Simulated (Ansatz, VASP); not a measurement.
## One calculation of ZrB2, two programs

INCAR

```
SYSTEM = ZrB2
PREC     = Accurate       ! precision mode
ENCUT    = 520            ! plane-wave cutoff, eV
EDIFF    = 1E-6           ! SCF threshold, eV
ISMEAR   = 0              ! smearing method
SIGMA    = 0.15           ! smearing width, eV
LREAL    = .False.        ! projectors in reciprocal space
LASPH    = .True.         ! aspherical terms in the spheres
NELM     = 100            ! most SCF steps
ALGO     = Normal         ! electronic algorithm
ISIF     = 2              ! what is computed and relaxed
LWAVE    = .False.        ! write WAVECAR
LCHARG   = .False.        ! write CHGCAR
NBANDS   = 16             ! bands
```

KPOINTS

```
regular mesh
0
Gamma
  15 15 12
  0 0 0
```

File POSCAR:

```
ZrB2
1.0
    3.1952000000      0.0000000000      0.0000000000
   -1.5976000000      2.7671243702      0.0000000000
    0.0000000000      0.0000000000      3.5470000000
Zr B
1 2
Direct
    0.0000000000      0.0000000000      0.0000000000
    0.3333333333      0.6666666667      0.5000000000
    0.6666666667      0.3333333333      0.5000000000
```

Input for Ansatz:

```yaml
crystal:
  lattice:
    - [3.1952, 0.0, 0.0]
    - [-1.5976, 2.7671243702, 0.0]
    - [0.0, 0.0, 3.547]
  atoms:
    - { symbol: Zr, position: [0.0, 0.0, 0.0] }
    - { symbol: B, position: [0.3333333333, 0.6666666667, 0.5] }
    - { symbol: B, position: [0.6666666667, 0.3333333333, 0.5] }
basis:
  ecutwfc: 520.0
kpoints:
  mp_grid: { grid: [15, 15, 12] }
hamiltonian:
  xc: lda
  pseudopotentials: { kind: paw }
scf:
  occupations: { method: gaussian, width: 0.15 }
output:
  forces: true
  stress: true
  eigenvalues: true
```

Alike in both runs: task single point; functional LDA; k mesh 15 × 15 × 12; occupations gaussian, width 0.15 eV; no spin polarisation.

```csv
,VASP,Ansatz
version,VASP 6.6.1,Ansatz 0.2.0
potentials or method,"VASP PAW LDA potentials, release 64 (Zr_sv, B), cutoff 520 eV","scalar-relativistic, plane waves, PAW"
valence electrons in the cell,18,18
```

|  | VASP | Ansatz | Ansatz less VASP |
| --- | --- | --- | --- |
| gap on the k mesh at the Fermi level (eV) | none | none | - |
| pressure (GPa) | -12.7 | -13.2 | -0.45 |
| traceless stress, the component that is largest in VASP (GPa) | 1.45 | 1.43 | -0.022 |

LDA's correlation is that of Perdew and Zunger in VASP and of Perdew and Wang (1992) in Ansatz. A gap of «none» marks a metal or a gap that the smearing closes.
